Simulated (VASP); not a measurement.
# C (C2/m) in VASP: notebook

The runs below take C through single point, relaxation of cell and atoms, with PBE.

Program: VASP 6.6.1. These are calculated values, not measurements. Logs are shortened: lines on timing, memory, paths and dates and some standing lists are left out, and cuts for length are marked.

### Step 1. The cell of the first run

The typed cell holds 2 atoms: a = 2.467 Å, b = 2.467 Å, c = 4.482 Å, α = 105.91°, β = 105.91°, γ = 60.00°.

### Step 2. Single point, PBE

INCAR reads:

```
SYSTEM = C
  PREC = Accurate
  ENCUT = 520
  EDIFF = 1E-7
  ISMEAR = 0
  SIGMA = 0.02
  LREAL = .FALSE.
  LASPH = .TRUE.
  NELM = 100
  ALGO = Normal
  ISIF = 2
  LWAVE = .FALSE.
  LCHARG = .FALSE.
  GGA = PE
  NBANDS = 11
```

KPOINTS reads:

```
Automatic mesh
0
G
  12 12 6
  0 0 0
```

POSCAR reads:

```
C
1.0
    2.1362677287     -1.2333842803     -0.0091894688
    2.1362677287      1.2333842803     -0.0091894688
   -1.4001124318      0.0000000000      4.2580132518
C
2
Direct
    0.8333504032      0.8333504032      0.0000508639
    0.1666495968      0.1666495968      0.9999491361
```

Potentials or basis: VASP PAW PBE potentials, release 64 (C).

On the command line:

```sh
$ cat potpaw_PBE.64/C/POTCAR > POTCAR
$ mpirun -np 1 vasp_std > vasp.out
```

OUTCAR:

```text
SYSTEM = C
   PREC = Accurate
   ENCUT = 520
   EDIFF = 1E-7
   ISMEAR = 0
   LREAL = .FALSE.
   LASPH = .TRUE.
   NELM = 100
   ISIF = 2
   GGA = PE

 ion  position               nearest neighbor table
   1  0.833  0.833  0.000-   2 1.42   2 1.42   2 1.42
   2  0.167  0.167  1.000-   1 1.42   1 1.42   1 1.42

  LATTYP: Found a base centered monoclinic cell.
 ALAT       =     4.2725749871
 B/A-ratio  =     0.5773493896
 C/A-ratio  =     1.0490857626
 COS(beta)  =    -0.3164483724

  Lattice vectors:

 A1 = (   2.1362677287,  -1.2333842803,  -0.0091894688)
 A2 = (   2.1362677287,   1.2333842803,  -0.0091894688)
 A3 = (  -1.4001124318,   0.0000000000,   4.2580132518)

Analysis of symmetry for initial positions (statically):
=====================================================================
 Subroutine PRICEL returns:
 Original cell was already a primitive cell.

 Routine SETGRP: Setting up the symmetry group for a
 base centered monoclinic supercell.

 Subroutine GETGRP returns: Found  4 space group operations
 (whereof  4 operations were pure point group operations)
 out of a pool of  4 trial point group operations.

The static configuration has the point symmetry C_2h.

Analysis of symmetry for dynamics (positions and initial velocities):
=====================================================================
 Subroutine PRICEL returns:
 Original cell was already a primitive cell.

 Routine SETGRP: Setting up the symmetry group for a
 base centered monoclinic supercell.

 Subroutine GETGRP returns: Found  4 space group operations
 (whereof  4 operations were pure point group operations)
 out of a pool of  4 trial point group operations.

The dynamic configuration has the point symmetry C_2h.

 Subroutine INISYM returns: Found  4 space group operations
 (whereof  4 operations are pure point group operations),
 and found     1 'primitive' translations

----------------------------------------------------------------------------------------

                                     Primitive cell

  volume of cell :      22.4066

  direct lattice vectors                    reciprocal lattice vectors
     2.136267729 -1.233384280 -0.009189469     0.234384588 -0.405388659  0.077069928
     2.136267729  1.233384280 -0.009189469     0.234384588  0.405388659  0.077069928
    -1.400112432  0.000000000  4.258013252     0.001011678  0.000000000  0.235183971

  length of vectors
     2.466771379  2.466771379  4.482297589     0.474569146  0.474569146  0.235186147

  position of ions in fractional coordinates (direct lattice)
     0.833350403  0.833350403  0.000050864
     0.166649597  0.166649597  0.999949136

  ion indices of the primitive-cell ions
   primitive index   ion index
                 1           1
                 2           2

----------------------------------------------------------------------------------------

 KPOINTS: Automatic mesh

Automatic generation of k-mesh.
 Grid dimensions read from file:
 generate k-points for:   12   12    6

 Generating k-lattice:

  Cartesian coordinates                     Fractional coordinates (reciprocal lattice)
     0.019532049 -0.033782388  0.006422494     0.083333333  0.000000000  0.000000000
     0.019532049  0.033782388  0.006422494     0.000000000  0.083333333  0.000000000
     0.000168613  0.000000000  0.039197328     0.000000000  0.000000000  0.166666667

  Length of vectors
     0.039547429  0.039547429  0.039197691

  Shift w.r.t. Gamma in fractional coordinates (k-lattice)
     0.000000000  0.000000000  0.000000000

 Subroutine IBZKPT returns following result:
 ===========================================

 Found    242 irreducible k-points:

 Following reciprocal coordinates:
            Coordinates               Weight
  0.000000  0.000000  0.000000      1.000000
  0.083333  0.000000  0.000000      4.000000
  0.166667  0.000000  0.000000      4.000000
  0.250000 -0.000000  0.000000      4.000000
  0.333333 -0.000000  0.000000      4.000000
  0.416667 -0.000000  0.000000      4.000000
[... 16 lines left out ...]
  0.500000  0.166667  0.000000      4.000000
 -0.416667  0.166667 -0.000000      4.000000
 [... further k-points ...]
   k-points           NKPTS =    242   k-points in BZ     NKDIM =    242   number of bands    NBANDS=     11
   number of dos      NEDOS =    301   number of ions     NIONS =      2
   total plane-waves  NPLWV =  11664
   dimension x,y,z NGX =    18 NGY =   18 NGZ =   36
   dimension x,y,z NGXF=    36 NGYF=   36 NGZF=   72
   ions per type =               2
   NGX,Y,Z   is equivalent  to a cutoff of  12.13, 12.13, 13.35 a.u.
   NGXF,Y,Z  is equivalent  to a cutoff of  24.26, 24.26, 26.70 a.u.
 SYSTEM =  C
   PREC   = accura    normal or accurate (medium, high low for compatibility)
   ISTART =      0    job   : 0-new  1-cont  2-samecut
   ICHARG =      2    charge: 1-file 2-atom 10-const
   ISPIN  =      1    spin polarized calculation?
[... 57 lines left out ...]
 fundamental gap:      0.1329207657
 Fermi energy:         2.8091728971

 k-point     1 :       0.0000    0.0000    0.0000
  band No.  band energies     occupation
      1     -16.7218      2.00000
      2      -4.5484      2.00000
      3      -0.2344      2.00000
      4      -0.2344      2.00000
      5       5.9035      0.00000
      6      11.1134      0.00000
      7      11.1135      0.00000
      8      14.2118      0.00000
      9      15.2933      0.00000
     10      19.6648      0.00000
     11      25.3261      0.00000

 k-point     2 :       0.0833    0.0000    0.0000
  band No.  band energies     occupation
      1     -16.5574      2.00000
      2      -4.3591      2.00000
      3      -0.8850      2.00000
      4      -0.5722      2.00000
      5       6.1342      0.00000
      6      11.1837      0.00000
      7      11.8075      0.00000
      8      13.6467      0.00000
      9      15.5981      0.00000
     10      19.6925      0.00000
     11      25.8416      0.00000

 k-point     3 :       0.1667    0.0000    0.0000
  band No.  band energies     occupation
      1     -16.0658      2.00000
      2      -3.7960      2.00000
      3      -2.5225      2.00000
      4      -1.3631      2.00000
      5       6.8255      0.00000
      6      11.1388      0.00000
      7      12.1360      0.00000
      8      13.6471      0.00000
      9      16.5707      0.00000
     10      19.7205      0.00000
     11      26.1615      0.00000

 k-point     4 :       0.2500   -0.0000    0.0000
  band No.  band energies     occupation
      1     -15.2531      2.00000
      2      -4.6204      2.00000
      3      -2.8772      2.00000
      4      -2.2410      2.00000
      5       7.9677      0.00000
      6      10.0522      0.00000
      7      10.8666      0.00000
      8      16.1913      0.00000
      9      17.9234      0.00000
     10      19.6051      0.00000
     11      23.9712      0.00000

 k-point     5 :       0.3333   -0.0000    0.0000
  band No.  band energies     occupation
      1     -14.1318      2.00000
      2      -6.8234      2.00000
      3      -2.9727      2.00000
      4      -1.6517      2.00000
      5       7.7457      0.00000
      6       9.5576      0.00000
      7      10.5580      0.00000
      8      18.3115      0.00000
      9      19.0199      0.00000
     10      19.4528      0.00000
     11      22.7106      0.00000
[... 211 lines left out ...]
 k-point    21 :       0.3333    0.1667    0.0000
  band No.  band energies     occupation
      1     -14.7656      2.00000
      2      -4.9576      2.00000
      3      -3.6058      2.00000
      4      -2.4075      2.00000
      5       9.0130      0.00000
      6       9.1570      0.00000
      7      12.8288      0.00000
      8      14.3255      0.00000
      9      18.2424      0.00000
     10      20.1462      0.00000
     11      22.2754      0.00000

 k-point    22 :       0.4167    0.1667    0.0000
  band No.  band energies     occupation
      1     -13.6552      2.00000
      2      -6.6875      2.00000
      3      -4.6589      2.00000
      4      -1.1986      2.00000
      5       7.2511      0.00000
      6      10.6221      0.00000
      7      13.0741      0.00000
      8      15.6763      0.00000
      9      17.1426      0.00000
     10      20.9571      0.00000
     11      22.1630      0.00000

 k-point    23 :       0.5000    0.1667    0.0000
  band No.  band energies     occupation
      1     -12.2777      2.00000
      2      -8.5992      2.00000
      3      -5.2335      2.00000
      4       0.1922      2.00000
      5       5.3867      0.00000
      6      12.4798      0.00000
      7      12.9110      0.00000
      8      15.9821      0.00000
      9      16.6565      0.00000
     10      20.1866      0.00000
     11      22.4972      0.00000

 k-point    24 :      -0.4167    0.1667   -0.0000
  band No.  band energies     occupation
      1     -11.0500      2.00000
      2     -10.0277      2.00000
      3      -5.4182      2.00000
      4       1.1105      2.00000
      5       4.3108      0.00000
      6      12.7657      0.00000
      7      13.9144      0.00000
      8      14.5694      0.00000
      9      16.7412      0.00000
     10      20.8277      0.00000
     11      23.2343      0.00000

 [... further k-points ...]
[... 5 lines left out ...]
  --------------------------------------------------------------------------------------
  -------------------------------------------------------------------------------------
  Total        0.0718532      0.0717299     -0.0135190      0.0000000      0.0000000     -0.0004559
  in kB        5.1378369      5.1290217     -0.9666714      0.0000000      0.0000000     -0.0325969
  external PRESSURE =       3.1000624 kB  Pullay stress =       0.0000000 kB

 VOLUME and BASIS-vectors are now :
 -----------------------------------------------------------------------------
  energy-cutoff  :      520.00
  volume of cell :       22.41
      direct lattice vectors                 reciprocal lattice vectors
     2.136267729 -1.233384280 -0.009189469     0.234384588 -0.405388659  0.077069928
     2.136267729  1.233384280 -0.009189469     0.234384588  0.405388659  0.077069928
    -1.400112432  0.000000000  4.258013252     0.001011678  0.000000000  0.235183971

 POSITION                                       TOTAL-FORCE (eV/Angst)
 -----------------------------------------------------------------------------------
      3.56045      0.00000     -0.01510        -0.000098      0.000000     -0.002474
     -0.68802      0.00000      4.25473         0.000098      0.000000      0.002474
 -----------------------------------------------------------------------------------
    total drift:                               -0.000000     -0.000000      0.000000

  FREE ENERGIE OF THE ION-ELECTRON SYSTEM (eV)
  ---------------------------------------------------
  free  energy   TOTEN  =       -18.4479269045 eV

  energy  without entropy=      -18.4479269008  energy(sigma->0) =      -18.44792690
```

Wall time 29 s (1 thread of Intel Xeon Platinum 8488C (Sapphire Rapids), shared host); peak memory 0.16 GiB.

Results:

```
Free energy            : -18.4479 eV
Pressure               : 0.3 GPa
Band gap on the k mesh : 0.13 eV, indirect (the least direct gap lies 0.6 meV higher)
```

Forces in eV/Å, atoms in the order of the input:
```
C    0.000  0.000 -0.002
C    0.000  0.000  0.002
```

Levels at points of the mesh, in eV from the valence-band top:
```
           k point  band 2  band 3  band 4  band 5  band 6  band 7
(0.00, 0.00, 0.00)   -7.29   -2.98   -2.98    3.16    8.37    8.37
(0.50, 0.00, 0.00)  -13.17   -6.35   -2.22    1.85    7.45   11.05
(0.50, 0.50, 0.00)  -13.16   -6.35   -2.36    1.64    7.40   12.00
(0.00, 0.00, 0.50)   -7.78   -2.98   -2.98    6.49    8.37    8.37
(0.50, 0.00, 0.50)  -13.16   -6.35   -2.37    1.63    7.40   12.01
(0.50, 0.50, 0.50)  -13.17   -6.35   -2.22    1.84    7.45   11.05
```

Caveat: this functional lacks dispersion, which binds the layers, so the pressure and a relaxed spacing across them are unreliable. A k mesh can miss the band edges.

### Step 3. Single point, PBE

This run uses another cell than the first one, of 11.23 Å³/atom, 1.002 times its volume.

INCAR reads:

```
PREC = Accurate ; ENCUT = 520
EDIFF = 1E-6 ; ISMEAR = 0
SIGMA = 0.02 ; LREAL = False
LASPH = True ; NELM = 80
ALGO = Normal ; ISIF = 2
LWAVE = False ; LCHARG = True
GGA = PE ; LELF = True
LVHAR = True ; NBANDS = 11
```

KPOINTS reads:

```
Automatic mesh
0
Gamma
  14 14 8
```

POSCAR reads:

```
C
1.0
    2.1360157545     -1.2332402914     -0.0090114891
    2.1360157545      1.2332402914     -0.0090114891
   -1.3995448468      0.0000000000      4.2690999972
C
2
Direct
    0.8333348799      0.8333348799      0.0000044488
    0.1666651201      0.1666651201      0.9999955512
```

Potentials or basis: VASP PAW PBE potentials, release 64 (C).

On the command line:

```sh
$ cat potpaw_PBE.64/C/POTCAR > POTCAR
$ mpirun -np 1 vasp_std > vasp.out
```

It took 49 s on 1 thread of Intel Xeon Platinum 8488C (Sapphire Rapids), shared host; peak memory 0.19 GiB.

It converged, with:

- Free energy: -18.4540 eV
- Pressure: 0.4 GPa
- Band gap on the k mesh: 1.12 eV, indirect (the least direct gap lies 1.2 meV higher)

Stress tensor (GPa, compression positive):
```
0.55 0.00 0.00
0.00 0.55 0.00
0.00 0.00 0.00
```

Levels at points of the mesh, in eV from the valence-band top:
| k point | band 1 | band 2 | band 3 | band 4 | band 5 | band 6 | band 7 | band 8 |
| --- | --- | --- | --- | --- | --- | --- | --- | --- |
| (0.00, 0.00, 0.00) | -18.98 | -6.82 | -2.49 | -2.49 | 3.63 | 8.86 | 8.86 | 11.96 |
| (0.50, 0.00, 0.00) | -13.73 | -12.69 | -5.87 | -1.74 | 2.33 | 7.94 | 11.52 | 11.85 |
| (0.50, 0.50, 0.00) | -13.72 | -12.68 | -5.87 | -1.88 | 2.12 | 7.89 | 12.47 | 13.14 |
| (0.00, 0.00, 0.50) | -18.95 | -7.30 | -2.49 | -2.49 | 6.94 | 8.85 | 8.85 | 10.98 |
| (0.50, 0.00, 0.50) | -13.72 | -12.68 | -5.87 | -1.88 | 2.12 | 7.89 | 12.48 | 13.16 |
| (0.50, 0.50, 0.50) | -13.73 | -12.69 | -5.87 | -1.74 | 2.33 | 7.94 | 11.53 | 11.86 |

Caveat: this functional lacks dispersion, which binds the layers, so the pressure and a relaxed spacing across them are unreliable.

### Step 4. Relaxation of cell and atoms, PBE

This run uses another cell than the first one, of 11.23 Å³/atom, 1.002 times its volume.

INCAR reads:

```
ALGO = Normal
EDIFF = 1E-6
EDIFFG = -0.005
ENCUT = 600
GGA = PE
IBRION = 2
ISIF = 3
ISMEAR = 0
LASPH = True
LCHARG = False
LREAL = False
LWAVE = False
NELM = 60
NSW = 100
PREC = Accurate
SIGMA = 0.02
```

KPOINTS reads:

```
k-points
0
Gamma
  12 12 6
```

POSCAR is that of step 3.

On the command line:

```sh
$ cat potpaw_PBE.64/C/POTCAR > POTCAR
$ mpirun -np 1 vasp_std > vasp.out
```

It took 6.1 min on 1 thread of Intel Xeon Platinum 8559C (Emerald Rapids), shared host; peak memory 0.16 GiB.

The run converged. Its results:

```yaml
Free_energy: -18.4551 eV
Relaxed_volume: 10.32 Å³/atom
Relaxed_cell: a = 2.467 Å, b = 2.467 Å, c = 4.166 Å, α = 107.17°, β = 107.17°, γ = 60.00°
Space_group_after_relaxing_to_0.05_Å: R-3m (No. 166)
Energy_gained_by_relaxing: 1.2 meV/atom
Ionic_steps: 46
Pressure_after_relaxing: 0.0 GPa
Largest_force_after_relaxing: 0.004 eV/Å
Band_gap_on_the_k_mesh: 0.24 eV, direct
```

Forces on the atoms (eV/Å):
```
C   -0.003  0.000  0.003
C    0.003  0.000 -0.003
```

The path:
```
step  energy change (eV)  largest force (eV/Å)  pressure (GPa)  volume (Å³)
   1              0.0000                0.0040            0.05        22.46
   3              0.0000                0.0004           -0.23        22.47
   5             -0.0002                0.0132           -0.24        22.39
   7             -0.0006                0.0736           -0.61        22.04
   9             -0.0007                0.0719           -0.58        22.00
  11             -0.0010                0.0641           -0.29        21.84
  13             -0.0015                0.0367            1.14        21.19
  15             -0.0015                0.0406            0.92        21.29
  17             -0.0018                0.0249            0.14        21.36
  19             -0.0018                0.0104           -0.11        21.37
  21             -0.0018                0.0093           -0.05        21.35
  23             -0.0018                0.0194           -0.03        21.34
  25             -0.0019                0.0123           -0.02        21.28
  27             -0.0022                0.0227           -0.11        21.06
  29             -0.0023                0.0594           -0.22        20.74
  31             -0.0024                0.0166           -0.05        20.63
  33             -0.0024                0.0170           -0.10        20.64
  35             -0.0024                0.0117           -0.06        20.64
  37             -0.0024                0.0080           -0.01        20.65
  39             -0.0024                0.0101           -0.03        20.65
  41             -0.0024                0.0089           -0.01        20.65
  43             -0.0024                0.0066           -0.03        20.65
  45             -0.0024                0.0069           -0.04        20.64
  46             -0.0024                0.0043           -0.01        20.64
```

Final structure:
```cif
data_structure
_symmetry_space_group_name_H-M 'P 1'
_symmetry_Int_Tables_number 1
_cell_length_a 2.4667
_cell_length_b 2.4667
_cell_length_c 4.1659
_cell_angle_alpha 107.169
_cell_angle_beta 107.169
_cell_angle_gamma 60.000
_cell_volume 20.64
loop_
_atom_site_label
_atom_site_type_symbol
_atom_site_fract_x
_atom_site_fract_y
_atom_site_fract_z
_atom_site_occupancy
C1 C 0.83336 0.83336 0.00005 1
C2 C 0.16664 0.16664 0.99995 1
```

Levels at points of the mesh, in eV from the valence-band top:
```tsv
k point	band 1	band 2	band 3	band 4	band 5	band 6	band 7	band 8
(0.00, 0.00, 0.00)	-19.43	-7.06	-2.92	-2.92	3.49	8.43	8.43	11.51
(0.50, 0.00, 0.00)	-14.17	-13.12	-6.29	-2.10	1.96	7.54	11.32	11.71
(0.50, 0.50, 0.00)	-14.14	-13.10	-6.30	-2.37	1.63	7.43	12.41	13.38
(0.00, 0.00, 0.50)	-19.35	-7.89	-2.92	-2.92	7.67	8.42	8.42	11.56
(0.50, 0.00, 0.50)	-14.14	-13.10	-6.30	-2.37	1.62	7.43	12.42	13.40
(0.50, 0.50, 0.50)	-14.17	-13.12	-6.29	-2.10	1.96	7.54	11.33	11.73
```

Caveat: this functional lacks dispersion, which binds the layers, so the pressure and a relaxed spacing across them are unreliable.

### Step 5. Summary

| task | cell | k mesh | cutoff (eV) | gap on the mesh (eV) | pressure (GPa) |
| --- | --- | --- | --- | --- | --- |
| single point | a = 2.467, b = 2.467, c = 4.482 Å, angles 105.9, 105.9, 60.0°, 2 atoms | 12 × 12 × 6 | 520 | 0.13 | 0.3 |
| single point | a = 2.466, b = 2.466, c = 4.493 Å, angles 105.9, 105.9, 60.0°, 2 atoms | 14 × 14 × 8 | 520 | 1.12 | 0.4 |
| relaxation of cell and atoms | relaxed from a = 2.466, b = 2.466, c = 4.493 Å, angles 105.9, 105.9, 60.0°, 2 atoms | 12 × 12 × 6 | 600 | 0.24 | 0.0 |

Alike in all rows: level PBE; potentials or basis VASP PAW PBE potentials, release 64 (C); no spin polarisation; smearing gaussian 0.02 eV.

Caveats: this functional lacks dispersion, which binds the layers, so the pressure and a relaxed spacing across them are unreliable.

Total energies depend on the potentials used, so only differences within one code and one set of settings carry meaning.
